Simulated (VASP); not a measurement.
## B3Pt: single point with PBE

The system is B3Pt.

```
CELL_PARAMETERS angstrom
2.92758 0.00000 0.00000
-1.46379 2.53536 0.00000
0.00000 0.00000 4.66771
ATOMIC_POSITIONS crystal
B 0.66667 0.33333 0.63866
B 0.33333 0.66667 0.36134
B 0.00000 0.00000 0.50000
Pt 0.00000 0.00000 0.00000
```

The cell was generated, and may not be a known phase.

```
Program             : VASP 6.6.1
Task                : single point
Functional          : PBE
Potentials or basis : VASP PAW PBE potentials, release 64 (B, Pt)
Cutoff              : 520 eV
k mesh              : 6 × 6 × 4
Occupations         : gaussian, width 0.1 eV
Spin                : no spin polarisation
```

| Quantity | Value |
| --- | --- |
| Pressure | -0.4 GPa |
| Largest force | 0.021 eV/Å |
| Band gap on the k mesh | zero (an odd number of electrons rules out a gap without spin polarisation) |

Forces on the atoms (eV/Å):
```
B    0.000  0.000  0.021
B    0.000  0.000 -0.021
B    0.000  0.000  0.000
Pt   0.000  0.000  0.000
```

Stress tensor (GPa, compression positive):
```
-0.53  0.00  0.00
 0.00 -0.53  0.00
 0.00  0.00 -0.01
```

Levels at points of the mesh, in eV from the Fermi level:
```
           k point  band 7  band 8  band 9  band 10  band 11  band 12
(0.00, 0.00, 0.00)   -2.97   -2.97   -0.99    -0.99     1.63     1.63
(0.50, 0.00, 0.00)   -3.95   -2.24   -1.64    -1.07     2.22     3.10
(0.00, 0.00, 0.50)   -3.46   -1.60    0.59     0.59     0.68     0.68
(0.50, 0.00, 0.50)   -4.67   -1.56   -1.06     0.56     2.12     3.35
```

It took 11 s on 1 thread of Intel(R) Xeon(R) Platinum 8488C (Sapphire Rapids), with other jobs on the host, peak memory 0.15 GiB.

Caveat: the k points lie up to 0.41 Å⁻¹ apart, too coarse for converged energies and pressures of a metal; spin-orbit coupling is left out, which moves the levels of the heavy elements; an odd number of electrons without spin polarisation forces a metal; a magnetic or distorted state may lie lower.
